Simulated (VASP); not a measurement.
A run of VASP 6.6.1 is set up as follows.

The input POSCAR:

```
ZnO
1.0
    3.2348692153      0.0000000000      0.0000000000
   -1.6174346076      2.8014789184      0.0000000000
    0.0000000000      0.0000000000      5.5250502305
Zn O
2 2
Direct
    0.6666666667      0.3333333333      0.5062357617
    0.3333333333      0.6666666667      0.0062357617
    0.6666666667      0.3333333333      0.8740742383
    0.3333333333      0.6666666667      0.3740742383
```

The input INCAR.step1:

```
PREC = Accurate
ENCUT = 520
ISMEAR = 0
SIGMA = 0.02
LREAL = F
LASPH = T
NELM = 100
NBANDS = 26
GGA = PE
ALGO = Normal
EDIFF = 1E-4
LWAVE = T
LCHARG = F
```

Contents of INCAR.step2:

```
PREC = Accurate
ENCUT = 520
EDIFF = 1E-6
ISMEAR = 0
SIGMA = 0.02
LREAL = F
LASPH = T
NELM = 100
ALGO = Normal
ISIF = 2
LWAVE = F
LCHARG = F
METAGGA = R2SCAN
LMIXTAU = T
NBANDS = 26
ISTART = 1
```

KPOINTS

```
Automatic mesh
0
Gamma
  12 12 6
```

Potentials or basis: VASP PAW PBE potentials, release 64 (Zn, O).

The run is started by

```sh
$ cat potpaw_PBE.64/Zn/POTCAR potpaw_PBE.64/O/POTCAR > POTCAR
$ cp INCAR.step1 INCAR
$ mpirun -np 1 vasp_std > vasp.out
$ cp INCAR.step2 INCAR
$ mpirun -np 1 vasp_std > vasp.out
```

(1) Predict the largest force.

(2) Predict the pressure.

(3) What does it give for the band gap on the k mesh?

Answers

(1) 0.029 eV/Å.

(2) -7.0 GPa.

(3) 1.04 eV, direct.

Caveat: the cell differs from its parent crystal (strain along c alone, the other axes held: +6.0 %, then relaxed in part); the PAW data sets were made with another functional, which shifts forces and pressure a little.
